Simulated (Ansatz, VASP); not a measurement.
One calculation of SnO2, two programs

The input INCAR:

```
SYSTEM = SnO2
PREC = Accurate
ENCUT = 520
EDIFF = 1E-7
ISMEAR = -1
SIGMA = 0.05
LREAL = .FALSE.
LASPH = .TRUE.
NELM = 150
ALGO = Normal
ISIF = 2
LWAVE = .FALSE.
LCHARG = .FALSE.
MAGMOM = 0 0 0 0 0 0 0 0 0 0 0 0 0 0 0 0 0 0
LORBIT = 11
LSORBIT = .TRUE.
GGA_COMPAT = .FALSE.
LORBMOM = .TRUE.
GGA = PE
NBANDS = 68
```

KPOINTS

```
regular mesh
0
G
  6 6 8
  0 0 0
```

The input POSCAR:

```
SnO2
1.0
    4.6739651233      0.0000000000      0.0000000000
    0.0000000000      4.6739651233      0.0000000000
    0.0000000000      0.0000000000      3.1434339099
Sn O
2 4
Direct
    0.5000000000      0.5000000000      0.5000000000
    0.0000000000      0.0000000000      0.0000000000
    0.8071000000      0.1929000000      0.5000000000
    0.6929000000      0.6929000000      0.0000000000
    0.1929000000      0.8071000000      0.5000000000
    0.3071000000      0.3071000000      0.0000000000
```

The input input.yaml:

```yaml
crystal:
  lattice:
    - [4.6739651233, 0.0, 0.0]
    - [0.0, 4.6739651233, 0.0]
    - [0.0, 0.0, 3.1434339099]
  atoms:
    - { symbol: Sn, position: [0.5, 0.5, 0.5] }
    - { symbol: Sn, position: [0.0, 0.0, 0.0] }
    - { symbol: O, position: [0.8071, 0.1929, 0.5] }
    - { symbol: O, position: [0.6929, 0.6929, 0.0] }
    - { symbol: O, position: [0.1929, 0.8071, 0.5] }
    - { symbol: O, position: [0.3071, 0.3071, 0.0] }
hamiltonian:
  xc: pbe
  pseudopotentials: { kind: paw_fr }
magnetization:
  noncollinear: true
  spin_orbit: true
kpoints:
  mp_grid: { grid: [6, 6, 8] }
scf:
  occupations: { method: fermi_dirac, width: 0.05 }
output:
  forces: true
  stress: true
  eigenvalues: true
```

Alike in both runs: task single point; functional PBE; k mesh 6 × 6 × 8; occupations fermi-dirac, width 0.05 eV; non-collinear spin, spin-orbit coupling.

|  | VASP | Ansatz |
| --- | --- | --- |
| version | VASP 6.6.1 | Ansatz 0.2.0 |
| potentials or method | VASP PAW PBE potentials, release 64 (Sn_d, O) | Ansatz PAW |
| plane-wave cutoff (eV) | 520 | 420 |
| valence electrons in the cell | 52 | 52 |

VASP gave:

| Property | Result |
| --- | --- |
| pressure (GPa) | 22.3 |
| traceless stress, the component that is largest in VASP (GPa) | 4.32 |
| rms of the force components (eV/Å) | 0.224 |

Q: Which values does Ansatz return?

A: Pressure (GPa): 21.5; traceless stress, the component that is largest in VASP (GPa): 4.05; rms of the force components (eV/Å): 0.214.

Atom by atom the forces differ by 0.010 eV/Å (rms over components).
